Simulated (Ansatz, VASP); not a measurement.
**C in VASP and in Ansatz**

```
C
1.0
    -2.45583    0.00000    0.00000
    -1.22792   -2.12681    0.00000
     0.00000    0.00000   11.05723
C
6
Direct
  0.66667 0.66667 0.15909
  0.00000 0.00000 0.79561
  0.33333 0.33333 0.47735
  0.66667 0.66667 0.79566
  0.00000 0.00000 0.47740
  0.33333 0.33333 0.15914
```

Alike in both runs: task single point; functional r2SCAN; k mesh 15 × 15 × 3; occupations gaussian, width 0.05 eV; no spin polarisation.

|  | VASP | Ansatz |
| --- | --- | --- |
| version | VASP 6.6.1 | Ansatz 0.2.0 |
| potentials or method | VASP PAW PBE potentials, release 64 (C), cutoff 520 eV | scalar-relativistic, plane waves, PAW |
| valence electrons in the cell | 24 | 24 |

|  | VASP | Ansatz | Ansatz less VASP |
| --- | --- | --- | --- |
| gap on the k mesh at the Fermi level (eV) | 0.21 | 0.21 | 0.000 |
| least direct gap on the mesh (eV) | 0.21 | 0.21 | 0.000 |
| pressure (GPa) | 0.5 | -0.1 | -0.62 |
| traceless stress, the component that is largest in VASP (GPa) | -1.06 | -0.34 | +0.713 |
| rms of the force components (eV/Å) | 0.008 | 0.007 | -0.0001 |

VASP's potentials were made for PBE, not for r2SCAN. Atom by atom the forces differ by 0.000 eV/Å (rms over components).
